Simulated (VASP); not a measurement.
# Dy2Be3O (P-62m) in VASP: further runs

The runs below take Dy2Be3O through single point, relaxation of cell and atoms, with PBE.

All numbers are computed with VASP 6.6.1; they aren't measurements. Logs are shortened: lines on timing, memory, paths and dates and some standing lists are left out, and cuts for length are marked.

## 1. The cell of the first run

Symmetry: P-62m, No. 189, hexagonal system. Conventional cell: a = 4.500 Å, b = 4.500 Å, c = 5.189 Å, α = 90.00°, β = 90.00°, γ = 120.00°. Dy (site symmetry -6) has 3 Dy at 2.60 Å and 3 O at 2.60 Å and 6 Be at 2.92 Å within 3.4 Å. Within 3.1 Å of Be (site symmetry m2m) lie 4 Be at 2.31 Å and 4 Dy at 2.92 Å. Within 3.4 Å of O (site symmetry -62m) lie 6 Dy at 2.60 Å and 6 Be at 3.25 Å.

The cell was generated, and may not be a known phase.

## 2. Single point, PBE

INCAR

```
SYSTEM = Dy2Be3O
ALGO     = Normal         ! electronic algorithm
EDIFF    = 1E-6           ! SCF threshold, eV
ENCUT    = 600            ! plane-wave cutoff, eV
GGA      = PE             ! functional
GGA_COMPAT= .False.      
ISIF     = 2              ! what is computed and relaxed
ISMEAR   = 0              ! smearing method
LASPH    = .True.         ! aspherical terms in the spheres
LCHARG   = .False.        ! write CHGCAR
LMAXMIX  = 6              ! l up to which the mixer works
LREAL    = .False.        ! projectors in reciprocal space
LWAVE    = .False.        ! write WAVECAR
NBANDS   = 24             ! bands
NELM     = 200            ! most SCF steps
PREC     = Accurate       ! precision mode
SIGMA    = 0.1            ! smearing width, eV
```

KPOINTS

```
k-points
0
Gamma
  6 6 4
  0 0 0
```

POSCAR

```
Dy2Be3O
1.0
    4.4998517126      0.0000000000      0.0000000000
   -2.2499258563      3.8969858964      0.0000000000
    0.0000000000      0.0000000000      5.1894742523
Dy Be O
2 3 1
Direct
    0.3333333333      0.6666666667      0.0000000000
    0.6666666667      0.3333333333      0.0000000000
    0.5665569067      0.0000000000      0.5000000000
    0.0000000000      0.5665569067      0.5000000000
    0.4334430933      0.4334430933      0.5000000000
    0.0000000000      0.0000000000      0.0000000000
```

Potentials or basis: VASP PAW PBE potentials, release 64 (Dy_3, Be, O), 4f in core.

Started as:

```bash
> cat potpaw_PBE.64/Dy_3/POTCAR potpaw_PBE.64/Be/POTCAR potpaw_PBE.64/O/POTCAR > POTCAR
> mpirun -np 1 vasp_std > vasp.out
```

OUTCAR:

```text
SYSTEM = Dy2Be3O
   EDIFF = 1E-6
   ENCUT = 600
   GGA = PE
   ISIF = 2
   ISMEAR = 0
   LASPH = .True.
   LREAL = .False.
   NELM = 200
   PREC = Accurate

 ion  position               nearest neighbor table
   1  0.333  0.667  0.000-   6 2.60   2 2.60   2 2.60   6 2.60   6 2.60   2 2.60   4 2.92   4 2.92
                             3 2.92   3 2.92   5 2.92   5 2.92
   2  0.667  0.333  0.000-   1 2.60   6 2.60   1 2.60   6 2.60   6 2.60   1 2.60   3 2.92   3 2.92
                             4 2.92   4 2.92   5 2.92   5 2.92
   3  0.567  0.000  0.500-   5 2.31   4 2.31   5 2.31   4 2.31   2 2.92   2 2.92   1 2.92   1 2.92

   4  0.000  0.567  0.500-   5 2.31   5 2.31   3 2.31   3 2.31   1 2.92   1 2.92   2 2.92   2 2.92

   5  0.433  0.433  0.500-   4 2.31   4 2.31   3 2.31   3 2.31   2 2.92   2 2.92   1 2.92   1 2.92

   6  0.000  0.000  0.000-   1 2.60   2 2.60   2 2.60   1 2.60   2 2.60   1 2.60

  LATTYP: Found a hexagonal cell.
 ALAT       =     4.4998517126
 C/A-ratio  =     1.1532545034

  Lattice vectors:

 A1 = (   4.4998517126,   0.0000000000,   0.0000000000)
 A2 = (  -2.2499258563,   3.8969858964,   0.0000000000)
 A3 = (   0.0000000000,   0.0000000000,   5.1894742523)

Analysis of symmetry for initial positions (statically):
=====================================================================
 Subroutine PRICEL returns:
 Original cell was already a primitive cell.

 Routine SETGRP: Setting up the symmetry group for a
 hexagonal supercell.

 Subroutine GETGRP returns: Found 12 space group operations
 (whereof 12 operations were pure point group operations)
 out of a pool of 24 trial point group operations.

The static configuration has the point symmetry D_3h.

Analysis of symmetry for dynamics (positions and initial velocities):
=====================================================================
 Subroutine PRICEL returns:
 Original cell was already a primitive cell.

 Routine SETGRP: Setting up the symmetry group for a
 hexagonal supercell.

 Subroutine GETGRP returns: Found 12 space group operations
 (whereof 12 operations were pure point group operations)
 out of a pool of 24 trial point group operations.

The dynamic configuration has the point symmetry D_3h.

 Subroutine INISYM returns: Found 12 space group operations
 (whereof 12 operations are pure point group operations),
 and found     1 'primitive' translations

----------------------------------------------------------------------------------------

                                     Primitive cell
[... 99 lines left out ...]
   IBRION =     -1    ionic relax: 0-MD 1-quasi-New 2-CG
   NFREE  =      0    steps in history (QN), initial steepest desc. (CG)
   ISIF   =      2    stress and relaxation
   ISYM   =      2    0-nonsym 1-usesym 2-fastsym
   POTIM  = 0.5000    time-step for ionic-motion
   TEBEG  =    0.0;   TEEND  =   0.0 temperature during run
   PSTRESS=    0.0 pullay stress
   NELECT =      30.0000    total number of electrons
   NUPDOWN=      -1.0000    fix difference up-down
   EMIN   =  10.00;   EMAX   =-10.00  energy-range for DOS
   EFERMI =   0.00;   METHOD = LEGACY
   ISMEAR =     0;   SIGMA  =   0.10  broadening in eV -4-tet -1-fermi 0-gaus
   EFERMI_NEDOS =   21; number of points for ismear=-14 and -15
   IALGO  =     38    algorithm
   IMIX   =      4    mixing-type and parameters
     AMIX     =   0.40;   BMIX     =  1.00
     AMIX_MAG =   1.60;   BMIX_MAG =  1.00
  volume/ion in A,a.u.               =      15.17       102.35
  Fermi-wavevector in a.u.,A,eV,Ry     =   1.130920  2.137128 17.401572  1.278979
  Thomas-Fermi vector in A             =   2.267617
   LORBIT       =      0    0 simple, 1 ext, 2 COOP (PROOUT), +10 PAW based schemes
   GGA     = PE    functional components
   LHFCALC =     F    Hartree Fock is set to
   AEXX    =    0.0000 exact exchange contribution
   IVDW    =     0    specifies the selected vdW correction
   LEPSILON=     F    determine dielectric tensor
   LRPA    =     F    only Hartree local field effects (RPA)
 non-spin polarized calculation
 Gauss-broadening in eV      SIGMA  =   0.10
  energy-cutoff  :      600.00
  volume of cell :       91.00
 maximum number of plane-waves:      3066
 NGX is ok and might be reduce to    36
   NGX = 17   NGY = 17   NGZ = 21

 number of electron      30.0000000 magnetization

 Free energy of the ion-electron system (eV)
  ---------------------------------------------------
  ext. energy  EPLUGINS =         0.00000000
  ---------------------------------------------------
  free energy    TOTEN  =       -23.29066854 eV

  energy without entropy =      -23.27163687  energy(sigma->0) =      -23.28115270

 E-fermi :   3.8540     XC(G=0): -10.3091

 val. band max:        3.8266308581   @ k =   0.3333   0.3333   0.0000
 cond. band min:       3.8772290945   @ k =   0.5000   0.0000   0.2500
 fundamental gap:      0.0505982365
 Fermi energy:         3.8540278698

 k-point     1 :       0.0000    0.0000    0.0000
  band No.  band energies     occupation
      1     -21.1260      2.00000
      2     -21.1260      2.00000
      3     -19.5004      2.00000
      4     -18.5262      2.00000
      5     -18.5006      2.00000
      6     -18.5006      2.00000
[... 556 lines left out ...]
     23       9.6883      0.00000
     24       9.6883      0.00000

------------------------ aborting loop because EDIFF is reached ----------------------------------------

  FORCE on cell =-STRESS in cart. coord.  units (eV):
  Direction    XX          YY          ZZ          XY          YZ          ZX
  --------------------------------------------------------------------------------------
  -------------------------------------------------------------------------------------
  Total        0.3915148      0.3915148      0.2484248      0.0000000     -0.0000000     -0.0000000
  in kB        6.8930019      6.8930019      4.3737623      0.0000000     -0.0000000     -0.0000000
  external PRESSURE =       6.0532553 kB  Pullay stress =       0.0000000 kB

 VOLUME and BASIS-vectors are now :
 -----------------------------------------------------------------------------
  energy-cutoff  :      600.00
  volume of cell :       91.00
      direct lattice vectors                 reciprocal lattice vectors
     4.499851713  0.000000000  0.000000000     0.222229545  0.128304288  0.000000000
    -2.249925856  3.896985896  0.000000000     0.000000000  0.256608576  0.000000000
     0.000000000  0.000000000  5.189474252     0.000000000  0.000000000  0.192697748

 POSITION                                       TOTAL-FORCE (eV/Angst)
 -----------------------------------------------------------------------------------
     -0.00000      2.59799      0.00000        -0.000000     -0.000000      0.000000
      2.24993      1.29900      0.00000         0.000000     -0.000000      0.000000
      2.54942      0.00000      2.59474         0.010037     -0.000000      0.000000
     -1.27471      2.20786      2.59474        -0.005018      0.008692     -0.000000
      0.97521      1.68912      2.59474        -0.005018     -0.008692      0.000000
      0.00000      0.00000      0.00000         0.000000      0.000000      0.000000
 -----------------------------------------------------------------------------------
    total drift:                                0.000000      0.000000      0.000000

  FREE ENERGIE OF THE ION-ELECTRON SYSTEM (eV)
  ---------------------------------------------------
  free  energy   TOTEN  =       -23.2906685401 eV

  energy  without entropy=      -23.2716368698  energy(sigma->0) =      -23.28115270
```

OSZICAR:

```text
N       E                     dE             d eps       ncg     rms          rms(c)
DAV:   1     0.166116632109E+03    0.16612E+03   -0.13894E+04  1008   0.127E+03
DAV:   2    -0.216643407122E+01   -0.16828E+03   -0.15888E+03  1008   0.366E+02
DAV:   3    -0.233554376219E+02   -0.21189E+02   -0.19091E+02  1504   0.716E+01
DAV:   4    -0.243313911376E+02   -0.97595E+00   -0.96632E+00  1280   0.159E+01
DAV:   5    -0.243594642161E+02   -0.28073E-01   -0.28058E-01  1384   0.309E+00    0.300E+01
DAV:   6    -0.237335848529E+02    0.62588E+00   -0.87076E+00  1456   0.145E+01    0.227E+01
DAV:   7    -0.235194127643E+02    0.21417E+00   -0.42993E+00  1432   0.958E+00    0.114E+01
DAV:   8    -0.232840913330E+02    0.23532E+00   -0.85045E-01  1456   0.490E+00    0.635E-01
DAV:   9    -0.232912861755E+02   -0.71948E-02   -0.11265E-01  1248   0.162E+00    0.540E-01
DAV:  10    -0.232907253216E+02    0.56085E-03   -0.72422E-03  1424   0.488E-01    0.186E-01
DAV:  11    -0.232906607940E+02    0.64528E-04   -0.34329E-04  1408   0.112E-01    0.352E-02
DAV:  12    -0.232906710908E+02   -0.10297E-04   -0.64513E-05  1376   0.413E-02    0.268E-02
DAV:  13    -0.232906685597E+02    0.25311E-05   -0.14318E-05  1448   0.210E-02    0.413E-03
DAV:  14    -0.232906685401E+02    0.19670E-07   -0.75066E-07   992   0.543E-03
   1 F= -.23290669E+02 E0= -.23281153E+02  d E =-.190317E-01
```

Wall time 54 s (1 thread of Intel Xeon Platinum 8559C (Emerald Rapids), shared host); peak memory 0.25 GiB.

What came out:

| Property | Result |
| --- | --- |
| Free energy | -23.2907 eV |
| Pressure | 0.6 GPa |
| Largest force | 0.010 eV/Å |
| Band gap on the k mesh | zero (bands 15 and 16 overlap by 0.87 eV) |

Forces on the atoms (eV/Å):
```
Dy   0.000  0.000  0.000
Dy   0.000  0.000  0.000
Be   0.010  0.000  0.000
Be  -0.005  0.009  0.000
Be  -0.005 -0.009  0.000
O    0.000  0.000  0.000
```

Stress tensor (GPa, compression positive):
```
0.69 0.00 0.00
0.00 0.69 0.00
0.00 0.00 0.44
```

Caveat: spin-orbit coupling is left out, which moves the levels of the heavy elements; the 4f electrons are frozen in the core, so they carry no moment and show no levels; the run has no spin polarisation, though such a crystal can be magnetic.

(Part 1 of 2 ends here.)

The gap in the log of VASP goes by the Fermi energy; the results here count the filled bands.